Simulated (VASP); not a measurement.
# Be3TeF4 (P1) in VASP: settings compared

Aim: see how the results for Be3TeF4 move with the level of theory and the settings. Levels: PBE, PBEsol. Tasks: single point.

All numbers are computed with VASP 6.6.1; they aren't measurements. Logs are shortened: lines on timing, memory, paths and dates and some standing lists are left out, and cuts for length are marked.

**1. The cell of the first run**

The typed cell holds 8 atoms: a = 4.519 Å, b = 5.824 Å, c = 6.088 Å, α = 75.27°, β = 70.85°, γ = 70.30°.

**2. Single point, PBE**

Input file INCAR:

```
PREC     = Accurate       # precision mode
ENCUT    = 520            # plane-wave cutoff, eV
EDIFF    = 1E-6           # SCF threshold, eV
ISMEAR   = 0              # smearing method
SIGMA    = 0.02           # smearing width, eV
LREAL    = False          # projectors in reciprocal space
LASPH    = True           # aspherical terms in the spheres
NELM     = 80             # most SCF steps
ALGO     = Normal         # electronic algorithm
ISIF     = 2              # what is computed and relaxed
LWAVE    = False          # write WAVECAR
LCHARG   = False          # write CHGCAR
GGA      = PE             # functional
NBANDS   = 30             # bands
```

Input file KPOINTS:

```
Automatic mesh
0
Gamma
  6 4 4
```

Input file POSCAR:

```
Be3TeF4
1.0
    4.5193960000      0.0000000000      0.0000000000
    1.9629320000      5.4830331000      0.0000000000
    1.9972005000      0.9290273000      5.6757144000
Be Te F
3 1 4
Direct
    0.1398960000      0.6376760000      0.1619850000
    0.8951650000      0.0172540000      0.4515730000
    0.6051680000      0.9078320000      0.9695180000
    0.3897040000      0.1905760000      0.2673900000
    0.8445080000      0.6708510000      0.0710860000
    0.7659830000      0.0259140000      0.7172390000
    0.3369380000      0.8014430000      0.9630340000
    0.0226370000      0.7484530000      0.3981750000
```

Potentials or basis: VASP PAW PBE potentials, release 64 (Be, Te, F).

Command:

```sh
cat potpaw_PBE.64/Be/POTCAR potpaw_PBE.64/Te/POTCAR potpaw_PBE.64/F/POTCAR > POTCAR
mpirun -np 1 vasp_std > vasp.out
```

OUTCAR:

```text
PREC = Accurate
   ENCUT = 520
   EDIFF = 1E-6
   ISMEAR = 0
   LREAL = False
   LASPH = True
   NELM = 80
   ISIF = 2
   GGA = PE

 ion  position               nearest neighbor table
   1  0.140  0.638  0.162-   5 1.54   7 1.56   8 1.58   4 2.47
   2  0.895  0.017  0.452-   6 1.54   8 1.55   4 2.56   4 2.65
   3  0.605  0.908  0.970-   7 1.55   6 1.56   5 1.57   4 2.50
   4  0.390  0.191  0.267-   1 2.47   3 2.50   2 2.56   2 2.65
   5  0.845  0.671  0.071-   1 1.54   3 1.57
   6  0.766  0.026  0.717-   2 1.54   3 1.56
   7  0.337  0.801  0.963-   3 1.55   1 1.56
   8  0.023  0.748  0.398-   2 1.55   1 1.58

  Warning from LATTYP: Got some problem with cell dimensions!
  Tried to take original basis but could not verify dimensions!
  LATTYP: Found a triclinic cell.
 ALAT       =     4.5193960000
 B/A-ratio  =     1.3386133841
 C/A-ratio  =     1.3471170363
 COS(alpha) =     0.0003226502
 COS(beta)  =     0.3280469020
 COS(gamma) =     0.4225753127

  Lattice vectors:

 A1 = (  -4.5193960000,   0.0000000000,   0.0000000000)
 A2 = (  -2.5564640000,   5.4830331000,   0.0000000000)
 A3 = (  -1.9972005000,  -0.9290273000,  -5.6757144000)

Analysis of symmetry for initial positions (statically):
=====================================================================
 Subroutine PRICEL returns:
 Original cell was already a primitive cell.

 Routine SETGRP: Setting up the symmetry group for a
 triclinic supercell.

 Subroutine GETGRP returns: Found  1 space group operations
 (whereof  1 operations were pure point group operations)
 out of a pool of  2 trial point group operations.

The static configuration has the point symmetry C_1 .

Analysis of symmetry for dynamics (positions and initial velocities):
=====================================================================
 Subroutine PRICEL returns:
 Original cell was already a primitive cell.

 Routine SETGRP: Setting up the symmetry group for a
 triclinic supercell.

 Subroutine GETGRP returns: Found  1 space group operations
 (whereof  1 operations were pure point group operations)
 out of a pool of  2 trial point group operations.

The dynamic configuration has the point symmetry C_1 .

 Subroutine INISYM returns: Found  1 space group operations
 (whereof  1 operations are pure point group operations),
 and found     1 'primitive' translations

----------------------------------------------------------------------------------------

                                     Primitive cell

  volume of cell :     140.6442

  direct lattice vectors                    reciprocal lattice vectors
     4.519396000  0.000000000  0.000000000     0.221268506 -0.079214373 -0.064894959
     1.962932000  5.483033100  0.000000000     0.000000000  0.182380807 -0.029852938
     1.997200500  0.929027300  5.675714400     0.000000000  0.000000000  0.176189274

  length of vectors
     4.519396000  5.823809236  6.088155346     0.243815554  0.184807891  0.176189274

  position of ions in fractional coordinates (direct lattice)
     0.139896000  0.637676000  0.161985000
     0.895165000  0.017254000  0.451573000
     0.605168000  0.907832000  0.969518000
     0.389704000  0.190576000  0.267390000
     0.844508000  0.670851000  0.071086000
     0.765983000  0.025914000  0.717239000
     0.336938000  0.801443000  0.963034000
     0.022637000  0.748453000  0.398175000

  ion indices of the primitive-cell ions
   primitive index   ion index
                 1           1
                 2           2
                 3           3
                 4           4
                 5           5
                 6           6
                 7           7
                 8           8

----------------------------------------------------------------------------------------

 KPOINTS: Automatic mesh

Automatic generation of k-mesh.
 Grid dimensions read from file:
 generate k-points for:    6    4    4

 Generating k-lattice:

  Cartesian coordinates                     Fractional coordinates (reciprocal lattice)
     0.036878084 -0.013202396 -0.010815827     0.166666667  0.000000000  0.000000000
     0.000000000  0.045595202 -0.007463234     0.000000000  0.250000000  0.000000000
     0.000000000  0.000000000  0.044047319     0.000000000  0.000000000  0.250000000

  Length of vectors
     0.040635926  0.046201973  0.044047319

  Shift w.r.t. Gamma in fractional coordinates (k-lattice)
     0.000000000  0.000000000  0.000000000

 Subroutine IBZKPT returns following result:
 ===========================================

 Found     52 irreducible k-points:

 Following reciprocal coordinates:
            Coordinates               Weight
  0.000000  0.000000  0.000000      1.000000
  0.166667  0.000000 -0.000000      2.000000
  0.333333  0.000000 -0.000000      2.000000
  0.500000  0.000000 -0.000000      1.000000
  0.000000  0.250000 -0.000000      2.000000
  0.166667  0.250000 -0.000000      2.000000
[... 16 lines left out ...]
  0.333333  0.250000  0.250000      2.000000
  0.500000  0.250000  0.250000      2.000000
 [... further k-points ...]
   k-points           NKPTS =     52   k-points in BZ     NKDIM =     52   number of bands    NBANDS=     30
   number of dos      NEDOS =    301   number of ions     NIONS =      8
   total plane-waves  NPLWV =  82944
   dimension x,y,z NGX =    36 NGY =   48 NGZ =   48
   dimension x,y,z NGXF=    72 NGYF=   96 NGZF=   96
   ions per type =               3   1   4
   NGX,Y,Z   is equivalent  to a cutoff of  13.24, 13.70, 13.11 a.u.
   NGXF,Y,Z  is equivalent  to a cutoff of  26.49, 27.40, 26.21 a.u.
 SYSTEM =  unknown system
   PREC   = accura    normal or accurate (medium, high low for compatibility)
   ISTART =      0    job   : 0-new  1-cont  2-samecut
   ICHARG =      2    charge: 1-file 2-atom 10-const
   ISPIN  =      1    spin polarized calculation?
   LNONCOLLINEAR =      F non collinear calculations
   LSORBIT =      F    spin-orbit coupling
   LASPH  =      T    aspherical Exc in radial PAW
   ENCUT  =  520.0 eV  38.22 Ry    6.18 a.u.   8.40 10.83 11.32*2*pi/ulx,y,z
   NELM   =     80;   NELMIN=  2; NELMDL= -5     # of ELM steps
   EDIFF  = 0.1E-05   stopping-criterion for ELM
   LREAL  =      F    real-space projection
   EDIFFG = 0.1E-04   stopping-criterion for IOM
   NSW    =      0    number of steps for IOM
   IBRION =     -1    ionic relax: 0-MD 1-quasi-New 2-CG
   NFREE  =      0    steps in history (QN), initial steepest desc. (CG)
   ISIF   =      2    stress and relaxation
   ISYM   =      2    0-nonsym 1-usesym 2-fastsym
   POTIM  = 0.5000    time-step for ionic-motion
   TEBEG  =    0.0;   TEEND  =   0.0 temperature during run
   PSTRESS=    0.0 pullay stress
   NELECT =      40.0000    total number of electrons
   NUPDOWN=      -1.0000    fix difference up-down
   EMIN   =  10.00;   EMAX   =-10.00  energy-range for DOS
   EFERMI =   0.00;   METHOD = LEGACY
   ISMEAR =     0;   SIGMA  =   0.02  broadening in eV -4-tet -1-fermi 0-gaus
   EFERMI_NEDOS =   21; number of points for ismear=-14 and -15
   IALGO  =     38    algorithm
   IMIX   =      4    mixing-type and parameters
     AMIX     =   0.40;   BMIX     =  1.00
     AMIX_MAG =   1.60;   BMIX_MAG =  1.00
  volume/ion in A,a.u.               =      17.58       118.64
  Fermi-wavevector in a.u.,A,eV,Ry     =   1.076600  2.034478 15.770061  1.159067
  Thomas-Fermi vector in A             =   2.212488
   LORBIT       =      0    0 simple, 1 ext, 2 COOP (PROOUT), +10 PAW based schemes
   GGA     = PE    functional components
   LHFCALC =     F    Hartree Fock is set to
   AEXX    =    0.0000 exact exchange contribution
   IVDW    =     0    specifies the selected vdW correction
   LEPSILON=     F    determine dielectric tensor
   LRPA    =     F    only Hartree local field effects (RPA)
 non-spin polarized calculation
 Gauss-broadening in eV      SIGMA  =   0.02
  energy-cutoff  :      520.00
  volume of cell :      140.64
 maximum number of plane-waves:      3802
 NGX is ok and might be reduce to    36
   NGX = 17   NGY = 21   NGZ = 23

 number of electron      40.0000001 magnetization

 Free energy of the ion-electron system (eV)
  ---------------------------------------------------
  ext. energy  EPLUGINS =         0.00000000
  ---------------------------------------------------
  free energy    TOTEN  =       -41.15583468 eV

  energy without entropy =      -41.15583468  energy(sigma->0) =      -41.15583468

 E-fermi :   0.3099     XC(G=0):  -7.5652

 val. band max:        0.1598904089   @ k =   0.0000   0.5000   0.5000
 cond. band min:       4.0739533694   @ k =   0.0000   0.5000   0.5000
 fundamental gap:      3.9140629605
 Fermi energy:         0.3099132027

 k-point     1 :       0.0000    0.0000    0.0000
  band No.  band energies     occupation
      1     -24.4694      2.00000
      2     -24.0540      2.00000
      3     -23.9614      2.00000
      4     -23.6408      2.00000
      5      -9.0969      2.00000
      6      -7.9440      2.00000
[... 22 lines left out ...]
     29      10.1707      0.00000
     30      10.9491      0.00000

 k-point     2 :       0.1667    0.0000   -0.0000
  band No.  band energies     occupation
      1     -24.4319      2.00000
      2     -24.0649      2.00000
      3     -23.9540      2.00000
      4     -23.6812      2.00000
      5      -9.0848      2.00000
      6      -7.8757      2.00000
[... 22 lines left out ...]
     29      10.4353      0.00000
     30      10.8615      0.00000

 k-point     3 :       0.3333    0.0000   -0.0000
  band No.  band energies     occupation
      1     -24.3353      2.00000
      2     -24.0975      2.00000
      3     -23.9379      2.00000
      4     -23.7744      2.00000
      5      -9.0590      2.00000
      6      -7.8045      2.00000
[... 22 lines left out ...]
     29      10.1909      0.00000
     30      10.8884      0.00000

 k-point     4 :       0.5000    0.0000   -0.0000
  band No.  band energies     occupation
      1     -24.2556      2.00000
      2     -24.1386      2.00000
      3     -23.9250      2.00000
      4     -23.8328      2.00000
      5      -9.0447      2.00000
      6      -7.8020      2.00000
[... 22 lines left out ...]
     29      10.4230      0.00000
     30      10.6775      0.00000

 k-point     5 :       0.0000    0.2500   -0.0000
  band No.  band energies     occupation
      1     -24.4684      2.00000
      2     -24.0544      2.00000
      3     -23.9614      2.00000
      4     -23.6409      2.00000
      5      -9.1964      2.00000
      6      -7.9284      2.00000
[... 22 lines left out ...]
     29      10.3516      0.00000
     30      11.0286      0.00000
[... 526 lines left out ...]
     29      10.5703      0.00000
     30      10.9151      0.00000

 k-point    22 :       0.1667    0.2500    0.2500
  band No.  band energies     occupation
      1     -24.4229      2.00000
      2     -24.0971      2.00000
      3     -23.9290      2.00000
      4     -23.6830      2.00000
      5      -9.1147      2.00000
      6      -7.8645      2.00000
[... 22 lines left out ...]
     29      10.3525      0.00000
     30      10.8687      0.00000

 k-point    23 :       0.3333    0.2500    0.2500
  band No.  band energies     occupation
      1     -24.3453      2.00000
      2     -24.0658      2.00000
      3     -23.9594      2.00000
      4     -23.7746      2.00000
      5      -8.9974      2.00000
      6      -7.7826      2.00000
[... 22 lines left out ...]
     29      10.1113      0.00000
     30      10.8068      0.00000

 k-point    24 :       0.5000    0.2500    0.2500
  band No.  band energies     occupation
      1     -24.2596      2.00000
      2     -24.1305      2.00000
      3     -23.9281      2.00000
      4     -23.8332      2.00000
      5      -9.0311      2.00000
      6      -7.7438      2.00000
[... 22 lines left out ...]
     29      10.2023      0.00000
     30      10.7772      0.00000

 [... further k-points ...]

------------------------ aborting loop because EDIFF is reached ----------------------------------------

  FORCE on cell =-STRESS in cart. coord.  units (eV):
  Direction    XX          YY          ZZ          XY          YZ          ZX
  --------------------------------------------------------------------------------------
  -------------------------------------------------------------------------------------
  Total        0.0698849      0.0303197      0.0358543      0.0155332      0.0184188     -0.0032748
  in kB        0.7961084      0.3453935      0.4084416      0.1769499      0.2098216     -0.0373054
  external PRESSURE =       0.5166478 kB  Pullay stress =       0.0000000 kB

 VOLUME and BASIS-vectors are now :
 -----------------------------------------------------------------------------
  energy-cutoff  :      520.00
  volume of cell :      140.64
      direct lattice vectors                 reciprocal lattice vectors
     4.519396000  0.000000000  0.000000000     0.221268506 -0.079214373 -0.064894959
     1.962932000  5.483033100  0.000000000     0.000000000  0.182380807 -0.029852938
     1.997200500  0.929027300  5.675714400     0.000000000  0.000000000  0.176189274

 POSITION                                       TOTAL-FORCE (eV/Angst)
 -----------------------------------------------------------------------------------
      2.20748      3.64689      0.91938         0.003295     -0.061225      0.010969
      4.98136      0.51413      2.56300         0.005382      0.044154     -0.002696
      6.45333      5.87838      5.50271         0.008157      0.040387     -0.013652
      2.66935      1.29335      1.51763         0.006207      0.001943      0.003046
      5.27547      3.74434      0.40346        -0.011368     -0.010282      0.003880
      4.94512      0.80842      4.07084        -0.002650     -0.001413      0.005909
      5.01931      5.28902      5.46591        -0.011462      0.002335     -0.009980
      2.36670      4.47371      2.25993         0.002439     -0.015897      0.002525
 -----------------------------------------------------------------------------------
    total drift:                               -0.000177     -0.001696      0.001403

  FREE ENERGIE OF THE ION-ELECTRON SYSTEM (eV)
  ---------------------------------------------------
  free  energy   TOTEN  =       -41.1558346804 eV

  energy  without entropy=      -41.1558346804  energy(sigma->0) =      -41.15583468
```

It took 83 s on 1 thread of Intel Xeon 6975P-C (Granite Rapids), shared host; peak memory 0.37 GiB.

Results:

| Property | Result |
| --- | --- |
| Free energy | -41.1558 eV |
| Pressure | 0.1 GPa |
| Largest force | 0.062 eV/Å |
| Band gap on the k mesh | 3.91 eV |

Forces in eV/Å, atoms in the order of the input:
```
Be   0.003 -0.061  0.011
Be   0.005  0.044 -0.003
Be   0.008  0.040 -0.014
Te   0.006  0.002  0.003
F   -0.011 -0.010  0.004
F   -0.003 -0.001  0.006
F   -0.011  0.002 -0.010
F    0.002 -0.016  0.003
```

Caveat: spin-orbit coupling is left out, which moves the levels of the heavy elements. A k mesh can miss the band edges.

**3. Single point, PBEsol**

Input file INCAR:

```
SYSTEM = Be3TeF4
PREC = Accurate
ENCUT = 520
EDIFF = 1E-7
ISMEAR = 0
SIGMA = 0.02
LREAL = .False.
LASPH = .True.
NELM = 100
ALGO = Normal
ISIF = 2
LWAVE = .False.
LCHARG = .False.
GGA = PS
NBANDS = 30
```

Input file KPOINTS:

```
Automatic mesh
0
Gamma
  6 4 4
  0 0 0
```

POSCAR is that of step 2.

Potentials or basis: VASP PAW PBE potentials, release 64 (Be, Te, F).

Command:

```sh
cat potpaw_PBE.64/Be/POTCAR potpaw_PBE.64/Te/POTCAR potpaw_PBE.64/F/POTCAR > POTCAR
mpirun -np 1 vasp_std > vasp.out
```

It took 90 s on 1 thread of Intel Xeon 6975P-C (Granite Rapids), shared host; peak memory 0.38 GiB.

Results (log left out):

```
Free energy            : -42.6548 eV
Pressure               : -1.4 GPa
Largest force          : 0.100 eV/Å
Band gap on the k mesh : 3.89 eV
```

Forces on the atoms (eV/Å):
```
Be  -0.001  0.015  0.014
Be  -0.006 -0.001 -0.002
Be   0.009  0.000 -0.009
Te  -0.005 -0.051 -0.011
F    0.022  0.080  0.000
F   -0.037 -0.075  0.015
F    0.026 -0.001  0.087
F   -0.007  0.033 -0.093
```

Stress tensor (GPa, compression positive):
```
-1.48  0.00  0.01
 0.00 -1.37  0.02
 0.01  0.02 -1.32
```

Levels at points of the mesh, in eV from the valence-band top:
| k point | band 16 | band 17 | band 18 | band 19 | band 20 | band 21 | band 22 | band 23 | band 24 | band 25 |
| --- | --- | --- | --- | --- | --- | --- | --- | --- | --- | --- |
| (0.00, 0.00, 0.00) | -4.28 | -4.03 | -0.64 | -0.43 | -0.10 | 3.90 | 4.79 | 6.23 | 7.28 | 7.50 |
| (0.50, 0.00, 0.00) | -4.33 | -4.32 | -1.87 | -0.87 | -0.28 | 5.59 | 6.07 | 6.65 | 6.93 | 7.65 |
| (0.00, 0.50, 0.00) | -4.29 | -4.03 | -1.43 | -0.26 | -0.05 | 3.93 | 5.63 | 6.58 | 6.93 | 7.23 |
| (0.50, 0.50, 0.00) | -4.32 | -4.30 | -1.67 | -0.78 | -0.23 | 5.65 | 5.84 | 6.71 | 7.50 | 7.67 |
| (0.00, 0.00, 0.50) | -4.25 | -4.04 | -0.82 | -0.59 | -0.07 | 4.00 | 5.66 | 6.66 | 7.15 | 7.35 |
| (0.50, 0.00, 0.50) | -4.48 | -4.21 | -1.77 | -0.86 | -0.30 | 5.48 | 5.86 | 6.89 | 7.08 | 7.65 |
| (0.00, 0.50, 0.50) | -4.25 | -4.02 | -1.33 | -0.50 | 0.00 | 3.89 | 5.40 | 6.91 | 7.29 | 7.62 |
| (0.50, 0.50, 0.50) | -4.49 | -4.21 | -1.70 | -0.80 | -0.27 | 5.49 | 6.08 | 6.38 | 7.35 | 7.79 |

Caveat: the PAW data sets were made with another functional, which shifts forces and pressure a little; spin-orbit coupling is left out, which moves the levels of the heavy elements.
